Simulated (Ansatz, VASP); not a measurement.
**Rb in VASP and in Ansatz**

Contents of INCAR:

```
ALGO = Normal
EDIFF = 1E-6
ENCUT = 520
GGA = RP
ISIF = 2
ISMEAR = -1
LASPH = T
LCHARG = F
LREAL = F
LWAVE = F
NBANDS = 10
NELM = 60
PREC = Accurate
SIGMA = 0.05
```

KPOINTS

```
k-points
0
Gamma
  4 4 4
```

POSCAR

```
Rb
1.0
   -2.8025000000      2.8025000000      2.8025000000
    2.8025000000     -2.8025000000      2.8025000000
    2.8025000000      2.8025000000     -2.8025000000
Rb
1
Direct
    0.0000000000      0.0000000000      0.0000000000
```

Contents of input.yaml:

```yaml
crystal:
  lattice:
    - [-2.8025, 2.8025, 2.8025]
    - [2.8025, -2.8025, 2.8025]
    - [2.8025, 2.8025, -2.8025]
  atoms:
    - { symbol: Rb, position: [0.0, 0.0, 0.0] }
hamiltonian:
  xc: rpbe
  pseudopotentials: { kind: paw }
kpoints:
  mp_grid: { grid: [4, 4, 4] }
  band_path:
    path:
      - [[0.0, 0.0, 0.0], [0.5, -0.5, 0.5], [0.0, 0.0, 0.5], [0.0, 0.0, 0.0], [0.25, 0.25, 0.25], [0.5, -0.5, 0.5]]
      - [[0.25, 0.25, 0.25], [0.0, 0.0, 0.5]]
    npoints: 14
scf:
  occupations: { method: fermi_dirac, width: 0.05 }
  n_extra_bands: 6
output:
  forces: true
  stress: true
  eigenvalues: true
  fatbands: false
```

Alike in both runs: functional RPBE; k mesh 4 × 4 × 4; occupations fermi-dirac, width 0.05 eV; no spin polarisation.

|  | VASP | Ansatz |
| --- | --- | --- |
| version | VASP 6.6.1 | Ansatz 0.2.0 |
| potentials or method | VASP PAW PBE potentials, release 64 (Rb_sv) | Ansatz PAW |
| plane-wave cutoff (eV) | 520 | 420 |
| valence electrons in the cell | 9 | 9 |
| task | single point | band structure |

```tsv
	VASP	Ansatz	Ansatz less VASP
gap on the k mesh at the Fermi level (eV)	none	none	-
pressure (GPa)	0.5	0.5	0.00
```

VASP's potentials were made for PBE, not for RPBE. A gap of «none» marks a metal or a gap that the smearing closes.

The k mesh is coarse, so the values compare programs but aren't converged.
